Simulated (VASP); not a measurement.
# ZrB (Fm-3m) in VASP: a series of runs

The runs below take ZrB through single point, with LDA.

All numbers are computed with VASP 6.6.1; they aren't measurements. Logs are shortened: lines on timing, memory, paths and dates and some standing lists are left out, and cuts for length are marked.

## Step 1: The cell of the first run

The structure is cubic, space group Fm-3m (No. 225). The conventional cell has a = 4.629 Å, b = 4.629 Å, c = 4.629 Å, α = 90.00°, β = 90.00°, γ = 90.00°. Zr (site symmetry m-3m) has 6 B at 2.31 Å within 3.1 Å. Within 3.1 Å of B (site symmetry m-3m) lie 6 Zr at 2.31 Å.

## Step 2: Single point, LDA (12.40 Å³/atom)

Input file INCAR:

```
SYSTEM = ZrB
PREC = Accurate
ENCUT = 520
EDIFF = 1E-6
ISMEAR = 0
SIGMA = 0.15
LREAL = .False.
LASPH = .True.
NELM = 80
ALGO = Normal
ISIF = 2
LWAVE = .False.
LCHARG = .False.
NBANDS = 14
```

Input file KPOINTS:

```
Automatic mesh
0
Gamma
  18 18 18
  0 0 0
```

Input file POSCAR:

```
ZrB
1.0
    0.0000000000      2.3146512730      2.3146512730
    2.3146512730      0.0000000000      2.3146512730
    2.3146512730      2.3146512730      0.0000000000
Zr B
1 1
Direct
    0.0000000000      0.0000000000      0.0000000000
    0.5000000000      0.5000000000      0.5000000000
```

Potentials or basis: VASP PAW LDA potentials, release 64 (Zr_sv, B).

On the command line:

```console
$ cat potpaw_LDA.64/Zr_sv/POTCAR potpaw_LDA.64/B/POTCAR > POTCAR
$ mpirun -np 1 vasp_std > vasp.out
```

OUTCAR:

```text
SYSTEM = ZrB
   PREC = Accurate
   ENCUT = 520
   EDIFF = 1E-6
   ISMEAR = 0
   LREAL = .False.
   LASPH = .True.
   NELM = 80
   ISIF = 2

 ion  position               nearest neighbor table
   1  0.000  0.000  0.000-   2 2.31   2 2.31   2 2.31   2 2.31   2 2.31   2 2.31
   2  0.500  0.500  0.500-   1 2.31   1 2.31   1 2.31   1 2.31   1 2.31   1 2.31

  LATTYP: Found a face centered cubic cell.
 ALAT       =     4.6293025460

  Lattice vectors:

 A1 = (   0.0000000000,   2.3146512730,   2.3146512730)
 A2 = (   2.3146512730,   0.0000000000,   2.3146512730)
 A3 = (   2.3146512730,   2.3146512730,   0.0000000000)

Analysis of symmetry for initial positions (statically):
=====================================================================
 Subroutine PRICEL returns:
 Original cell was already a primitive cell.

 Routine SETGRP: Setting up the symmetry group for a
 face centered cubic supercell.

 Subroutine GETGRP returns: Found 48 space group operations
 (whereof 48 operations were pure point group operations)
 out of a pool of 48 trial point group operations.

The static configuration has the point symmetry O_h .

Analysis of symmetry for dynamics (positions and initial velocities):
=====================================================================
 Subroutine PRICEL returns:
 Original cell was already a primitive cell.

 Routine SETGRP: Setting up the symmetry group for a
 face centered cubic supercell.

 Subroutine GETGRP returns: Found 48 space group operations
 (whereof 48 operations were pure point group operations)
 out of a pool of 48 trial point group operations.

The dynamic configuration has the point symmetry O_h .

 Subroutine INISYM returns: Found 48 space group operations
 (whereof 48 operations are pure point group operations),
 and found     1 'primitive' translations

----------------------------------------------------------------------------------------

                                     Primitive cell

  volume of cell :      24.8020

  direct lattice vectors                    reciprocal lattice vectors
     0.000000000  2.314651273  2.314651273    -0.216015261  0.216015261  0.216015261
     2.314651273  0.000000000  2.314651273     0.216015261 -0.216015261  0.216015261
     2.314651273  2.314651273  0.000000000     0.216015261  0.216015261 -0.216015261

  length of vectors
     3.273411222  3.273411222  3.273411222     0.374149408  0.374149408  0.374149408

  position of ions in fractional coordinates (direct lattice)
     0.000000000  0.000000000  0.000000000
     0.500000000  0.500000000  0.500000000

  ion indices of the primitive-cell ions
   primitive index   ion index
                 1           1
                 2           2

----------------------------------------------------------------------------------------

 KPOINTS: Automatic mesh

Automatic generation of k-mesh.
 Grid dimensions read from file:
 generate k-points for:   18   18   18

 Generating k-lattice:

  Cartesian coordinates                     Fractional coordinates (reciprocal lattice)
    -0.012000848  0.012000848  0.012000848     0.055555556  0.000000000  0.000000000
     0.012000848 -0.012000848  0.012000848     0.000000000  0.055555556  0.000000000
     0.012000848  0.012000848 -0.012000848     0.000000000  0.000000000  0.055555556

  Length of vectors
     0.020786078  0.020786078  0.020786078

  Shift w.r.t. Gamma in fractional coordinates (k-lattice)
     0.000000000  0.000000000  0.000000000

 Subroutine IBZKPT returns following result:
 ===========================================

 Found    195 irreducible k-points:

 Following reciprocal coordinates:
            Coordinates               Weight
  0.000000  0.000000  0.000000      1.000000
  0.055556  0.000000  0.000000      8.000000
  0.111111  0.000000  0.000000      8.000000
  0.166667  0.000000  0.000000      8.000000
  0.222222  0.000000  0.000000      8.000000
  0.277778  0.000000  0.000000      8.000000
[... 16 lines left out ...]
 -0.277778  0.055556  0.000000     24.000000
 -0.222222  0.055556  0.000000     24.000000
 [... further k-points ...]
   k-points           NKPTS =    195   k-points in BZ     NKDIM =    195   number of bands    NBANDS=     14
   number of dos      NEDOS =    301   number of ions     NIONS =      2
   total plane-waves  NPLWV =  13824
   dimension x,y,z NGX =    24 NGY =   24 NGZ =   24
   dimension x,y,z NGXF=    48 NGYF=   48 NGZF=   48
   ions per type =               1   1
   NGX,Y,Z   is equivalent  to a cutoff of  12.19, 12.19, 12.19 a.u.
   NGXF,Y,Z  is equivalent  to a cutoff of  24.38, 24.38, 24.38 a.u.
 SYSTEM =  ZrB
   PREC   = accura    normal or accurate (medium, high low for compatibility)
   ISTART =      0    job   : 0-new  1-cont  2-samecut
   ICHARG =      2    charge: 1-file 2-atom 10-const
   ISPIN  =      1    spin polarized calculation?
   LNONCOLLINEAR =      F non collinear calculations
   LSORBIT =      F    spin-orbit coupling
   LASPH  =      T    aspherical Exc in radial PAW
   ENCUT  =  520.0 eV  38.22 Ry    6.18 a.u.   6.09  6.09  6.09*2*pi/ulx,y,z
   NELM   =     80;   NELMIN=  2; NELMDL= -5     # of ELM steps
   EDIFF  = 0.1E-05   stopping-criterion for ELM
   LREAL  =      F    real-space projection
   EDIFFG = 0.1E-04   stopping-criterion for IOM
   NSW    =      0    number of steps for IOM
   IBRION =     -1    ionic relax: 0-MD 1-quasi-New 2-CG
   NFREE  =      0    steps in history (QN), initial steepest desc. (CG)
   ISIF   =      2    stress and relaxation
   ISYM   =      2    0-nonsym 1-usesym 2-fastsym
   POTIM  = 0.5000    time-step for ionic-motion
   TEBEG  =    0.0;   TEEND  =   0.0 temperature during run
   PSTRESS=    0.0 pullay stress
   NELECT =      15.0000    total number of electrons
   NUPDOWN=      -1.0000    fix difference up-down
   EMIN   =  10.00;   EMAX   =-10.00  energy-range for DOS
   EFERMI =   0.00;   METHOD = LEGACY
   ISMEAR =     0;   SIGMA  =   0.15  broadening in eV -4-tet -1-fermi 0-gaus
   EFERMI_NEDOS =   21; number of points for ismear=-14 and -15
   IALGO  =     38    algorithm
   IMIX   =      4    mixing-type and parameters
     AMIX     =   0.40;   BMIX     =  1.00
     AMIX_MAG =   1.60;   BMIX_MAG =  1.00
  volume/ion in A,a.u.               =      12.40        83.69
  Fermi-wavevector in a.u.,A,eV,Ry     =   1.384447  2.616226 26.078200  1.916694
  Thomas-Fermi vector in A             =   2.508950
   LORBIT       =      0    0 simple, 1 ext, 2 COOP (PROOUT), +10 PAW based schemes
   GGA     = CA    functional components
   LHFCALC =     F    Hartree Fock is set to
   AEXX    =    0.0000 exact exchange contribution
   IVDW    =     0    specifies the selected vdW correction
   LEPSILON=     F    determine dielectric tensor
   LRPA    =     F    only Hartree local field effects (RPA)
 non-spin polarized calculation
 Gauss-broadening in eV      SIGMA  =   0.15
  energy-cutoff  :      520.00
  volume of cell :       24.80
 maximum number of plane-waves:       692
   NGX = 13   NGY = 13   NGZ = 13

 number of electron      15.0000000 magnetization

 Free energy of the ion-electron system (eV)
  ---------------------------------------------------
  ext. energy  EPLUGINS =         0.00000000
  ---------------------------------------------------
  free energy    TOTEN  =       -17.24006700 eV

  energy without entropy =      -17.22769601  energy(sigma->0) =      -17.23388150

 E-fermi :   9.0473     XC(G=0): -12.4529

 val. band max:        9.0469251421   @ k =  -0.4444   0.3889   0.1667
 cond. band min:       9.0569327180   @ k =  -0.3889   0.3889   0.1111
 fundamental gap:      0.0100075759
 Fermi energy:         9.0472894190

 k-point     1 :       0.0000    0.0000    0.0000
  band No.  band energies     occupation
      1     -37.3968      2.00000
      2     -15.2713      2.00000
      3     -15.2713      2.00000
      4     -15.2713      2.00000
      5       0.8306      2.00000
      6      10.9448      0.00000
      7      10.9448      0.00000
      8      10.9448      0.00000
      9      12.7946      0.00000
     10      12.7946      0.00000
     11      12.8971      0.00000
     12      12.8971      0.00000
     13      12.8971      0.00000
     14      20.2789      0.00000

 k-point     2 :       0.0556    0.0000    0.0000
  band No.  band energies     occupation
      1     -37.3930      2.00000
      2     -15.3045      2.00000
      3     -15.2743      2.00000
      4     -15.2743      2.00000
      5       0.9178      2.00000
      6      10.6703      0.00000
      7      10.9184      0.00000
      8      10.9184      0.00000
      9      11.9594      0.00000
     10      11.9594      0.00000
     11      13.0481      0.00000
     12      13.9280      0.00000
     13      13.9280      0.00000
     14      20.4927      0.00000

 k-point     3 :       0.1111    0.0000    0.0000
  band No.  band energies     occupation
      1     -37.3817      2.00000
      2     -15.3992      2.00000
      3     -15.2831      2.00000
      4     -15.2831      2.00000
      5       1.1721      2.00000
      6      10.0492      0.00000
      7      10.5440      0.00000
      8      10.5440      0.00000
      9      11.6515      0.00000
     10      11.6515      0.00000
     11      13.3322      0.00000
     12      15.1125      0.00000
     13      15.1125      0.00000
     14      21.0973      0.00000
[... 324 lines left out ...]
 k-point    23 :      -0.2778    0.0556    0.0000
  band No.  band energies     occupation
      1     -37.3107      2.00000
      2     -15.9395      2.00000
      3     -15.3740      2.00000
      4     -15.3227      2.00000
      5       2.9409      2.00000
      6       7.5391      2.00000
      7       8.3579      2.00000
      8       8.5894      1.99998
      9      12.8135      0.00000
     10      13.4733      0.00000
     11      14.5489      0.00000
     12      18.6745      0.00000
     13      20.1043      0.00000
     14      21.4665      0.00000

 k-point    24 :      -0.2222    0.0556    0.0000
  band No.  band energies     occupation
      1     -37.3330      2.00000
      2     -15.7716      2.00000
      3     -15.3560      2.00000
      4     -15.3046      2.00000
      5       2.3384      2.00000
      6       8.2530      2.00000
      7       8.8431      1.94573
      8       9.0576      0.92285
      9      12.2117      0.00000
     10      12.9619      0.00000
     11      14.1697      0.00000
     12      17.4274      0.00000
     13      18.8231      0.00000
     14      22.3696      0.00000

 [... further k-points ...]

------------------------ aborting loop because EDIFF is reached ----------------------------------------

  FORCE on cell =-STRESS in cart. coord.  units (eV):
  Direction    XX          YY          ZZ          XY          YZ          ZX
  --------------------------------------------------------------------------------------
  -------------------------------------------------------------------------------------
  Total        4.5603846      4.5603846      4.5603846      0.0000000      0.0000000      0.0000000
  in kB      294.5949839    294.5949839    294.5949839      0.0000000      0.0000000      0.0000000
  external PRESSURE =     294.5949839 kB  Pullay stress =       0.0000000 kB

 VOLUME and BASIS-vectors are now :
 -----------------------------------------------------------------------------
  energy-cutoff  :      520.00
  volume of cell :       24.80
      direct lattice vectors                 reciprocal lattice vectors
     0.000000000  2.314651273  2.314651273    -0.216015261  0.216015261  0.216015261
     2.314651273  0.000000000  2.314651273     0.216015261 -0.216015261  0.216015261
     2.314651273  2.314651273  0.000000000     0.216015261  0.216015261 -0.216015261

 POSITION                                       TOTAL-FORCE (eV/Angst)
 -----------------------------------------------------------------------------------
      0.00000      0.00000      0.00000         0.000000      0.000000     -0.000000
      2.31465      2.31465      2.31465        -0.000000     -0.000000      0.000000
 -----------------------------------------------------------------------------------
    total drift:                                0.000000     -0.000000     -0.000000

  FREE ENERGIE OF THE ION-ELECTRON SYSTEM (eV)
  ---------------------------------------------------
  free  energy   TOTEN  =       -17.2400670010 eV

  energy  without entropy=      -17.2276960073  energy(sigma->0) =      -17.23388150
```

Wall time 15 s (1 thread of Intel Xeon 6975P-C (Granite Rapids), shared host); peak memory 0.18 GiB.

Results:

```
Free energy            : -17.2401 eV
Pressure               : 29.5 GPa
Band gap on the k mesh : zero (an odd number of electrons rules out a gap without spin polarisation)
```

Caveat: the cell stands under pressure.

## Step 3: Single point, LDA (12.96 Å³/atom)

This run uses another cell than the first one, of 12.96 Å³/atom.

Input file INCAR:

```
SYSTEM = ZrB
ALGO = Normal ; EDIFF = 1E-7
ENCUT = 520 ; ISIF = 2
ISMEAR = 0 ; LASPH = .TRUE.
LCHARG = .FALSE. ; LREAL = .FALSE.
LWAVE = .FALSE. ; NBANDS = 14
NELM = 80 ; PREC = Accurate
SIGMA = 0.15
```

Input file KPOINTS:

```
k-points
0
G
  18 18 18
  0 0 0
```

Input file POSCAR:

```
ZrB
1.0
    0.0000000000      2.3491622183      2.3491622183
    2.3491622183      0.0000000000      2.3491622183
    2.3491622183      2.3491622183      0.0000000000
Zr B
1 1
Direct
    0.0000000000      0.0000000000      0.0000000000
    0.5000000000      0.5000000000      0.5000000000
```

Potentials or basis: VASP PAW LDA potentials, release 64 (Zr_sv, B).

On the command line:

```console
$ cat potpaw_LDA.64/Zr_sv/POTCAR potpaw_LDA.64/B/POTCAR > POTCAR
$ mpirun -np 1 vasp_std > vasp.out
```

Run time: 32 s. Hardware: 1 thread of Intel Xeon 6975P-C (Granite Rapids), shared host; peak memory 0.19 GiB.

It converged, with:

- Free energy: -17.4056 eV
- Pressure: 17.8 GPa
- Band gap on the k mesh: zero (an odd number of electrons rules out a gap without spin polarisation)

Levels at points of the mesh, in eV from the Fermi level:
```csv
k point,band 6,band 7,band 8,band 9,band 10,band 11
"(0.00, 0.00, 0.00)",1.85,1.85,1.85,3.59,3.59,3.74
"(0.50, 0.00, 0.00)",-3.56,-1.36,-1.36,5.53,5.53,7.06
"(0.50, 0.50, 0.00)",-1.07,-0.35,2.46,2.46,5.29,6.64
```

Caveat: the cell stands under pressure.

## Step 4: Single point, LDA (13.53 Å³/atom)

This run uses another cell than the first one, of 13.53 Å³/atom.

Input file INCAR:

```
SYSTEM = ZrB
ALGO = Normal
EDIFF = 1E-6
ENCUT = 520
GGA = CA
ISIF = 2
ISMEAR = 0
LASPH = .True.
LCHARG = .True.
LELF = .True.
LREAL = .False.
LVHAR = .True.
LWAVE = .False.
NBANDS = 14
NELM = 60
PREC = Accurate
SIGMA = 0.15
```

Input file KPOINTS:

```
k-points
0
Gamma
  18 18 18
  0 0 0
```

Input file POSCAR:

```
ZrB
1.0
    0.0000000000      2.3827466348      2.3827466348
    2.3827466348      0.0000000000      2.3827466348
    2.3827466348      2.3827466348      0.0000000000
Zr B
1 1
Direct
    0.0000000000      0.0000000000      0.0000000000
    0.5000000000      0.5000000000      0.5000000000
```

On the command line:

```console
$ cat potpaw_LDA.64/Zr_sv/POTCAR potpaw_LDA.64/B/POTCAR > POTCAR
$ mpirun -np 1 vasp_std > vasp.out
```

Wall time 33 s (1 thread of Intel Xeon 6975P-C (Granite Rapids), shared host); peak memory 0.2 GiB.

The run converged. Its results:

* Free energy: -17.4969 eV
* Pressure: 8.2 GPa
* Band gap on the k mesh: zero (an odd number of electrons rules out a gap without spin polarisation)

Levels at points of the mesh, in eV from the Fermi level:
| k point | band 6 | band 7 | band 8 | band 9 | band 10 | band 11 |
| --- | --- | --- | --- | --- | --- | --- |
| (0.00, 0.00, 0.00) | 1.80 | 1.80 | 1.80 | 3.43 | 3.43 | 3.64 |
| (0.50, 0.00, 0.00) | -3.73 | -1.29 | -1.29 | 5.27 | 5.27 | 6.70 |
| (0.50, 0.50, 0.00) | -0.97 | -0.49 | 2.32 | 2.32 | 5.04 | 6.31 |

Caveat: the cell stands under pressure.

## Step 5: Single point, LDA (14.65 Å³/atom)

This run uses another cell than the first one, of 14.65 Å³/atom.

Input file INCAR:

```
ALGO = Normal
EDIFF = 1E-6
ENCUT = 520
GGA = CA
ISIF = 2
ISMEAR = 0
LASPH = True
LCHARG = False
LREAL = False
LWAVE = False
NBANDS = 14
NELM = 100
PREC = Accurate
SIGMA = 0.15
```

Input file KPOINTS:

```
k-points
0
Gamma
  18 18 18
```

Input file POSCAR:

```
ZrB
1.0
    0.0000000000      2.4471576088      2.4471576088
    2.4471576088      0.0000000000      2.4471576088
    2.4471576088      2.4471576088      0.0000000000
Zr B
1 1
Direct
    0.0000000000      0.0000000000      0.0000000000
    0.5000000000      0.5000000000      0.5000000000
```

On the command line:

```console
$ cat potpaw_LDA.64/Zr_sv/POTCAR potpaw_LDA.64/B/POTCAR > POTCAR
$ mpirun -np 1 vasp_std > vasp.out
```

Wall time 31 s (1 thread of Intel Xeon 6975P-C (Granite Rapids), shared host); peak memory 0.2 GiB.

The run converged. Its results:

```yaml
Free_energy: -17.5066 eV
Pressure: -6.1 GPa
Band_gap_on_the_k_mesh: zero (an odd number of electrons rules out a gap without spin polarisation)
```

Levels at points of the mesh, in eV from the Fermi level:
| k point | band 4 | band 5 | band 6 | band 7 | band 8 | band 9 | band 10 | band 11 | band 12 | band 13 |
| --- | --- | --- | --- | --- | --- | --- | --- | --- | --- | --- |
| (0.00, 0.00, 0.00) | -25.14 | -7.94 | 1.70 | 1.70 | 1.70 | 3.15 | 3.15 | 3.44 | 3.44 | 3.44 |
| (0.50, 0.00, 0.00) | -25.20 | -3.99 | -3.80 | -1.17 | -1.17 | 4.80 | 4.80 | 6.07 | 7.59 | 11.34 |
| (0.50, 0.50, 0.00) | -25.34 | -5.99 | -0.81 | -0.71 | 2.08 | 2.08 | 4.58 | 5.71 | 5.71 | 8.63 |

Caveat: the cell stands under tension.

## Step 6: Summary

```csv
cell,gap on the mesh (eV),pressure (GPa)
"a = 3.273 Å, angles 60.0°, 2 atoms",none,29.5
"a = 3.322 Å, angles 60.0°, 2 atoms",none,17.8
"a = 3.370 Å, angles 60.0°, 2 atoms",none,8.2
"a = 3.461 Å, angles 60.0°, 2 atoms",none,-6.1
```

Alike in all rows: task single point; level LDA; potentials or basis VASP PAW LDA potentials, release 64 (Zr_sv, B); no spin polarisation; k mesh 18 × 18 × 18; cutoff (eV) 520; smearing gaussian 0.15 eV.

Caveats: the cell stands under pressure (at least some runs); the cell stands under tension (at least some runs).

Total energies depend on the potentials used, so only differences within one code and one set of settings carry meaning.
